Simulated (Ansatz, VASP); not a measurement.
## Zn2B3 in VASP and in Ansatz

```
Zn B
1.0
     2.93810    0.00000    0.00000
    -1.46905    2.54447    0.00000
     0.00000    0.00000    7.11452
Zn B
2 3
Direct
  0.33333 0.66667 0.21684
  0.66667 0.33333 0.78316
  0.00000 0.00000 0.00000
  0.33333 0.66667 0.51372
  0.66667 0.33333 0.48628
```

Alike in both runs: task relaxation of cell and atoms; functional PBE; k mesh 12 × 12 × 6; occupations gaussian, width 0.1 eV; no spin polarisation.

|  | VASP | Ansatz |
| --- | --- | --- |
| version | VASP 6.6.1 | Ansatz 0.2.0 |
| potentials or method | VASP PAW PBE potentials, release 64 (Zn, B), cutoff 600 eV | scalar-relativistic, plane waves, PAW |
| valence electrons in the cell | 33 | 33 |

```tsv
	VASP	Ansatz	Ansatz less VASP
gap on the k mesh at the Fermi level, each at its own relaxed structure (eV)	none	none	-
relaxed volume (Å³/atom)	10.68	10.65	-0.026
relaxed length of the cell vector where the two differ most in proportion (Å)	7.093	7.083	-0.0106
```

A gap of «none» marks a metal or a gap that the smearing closes.
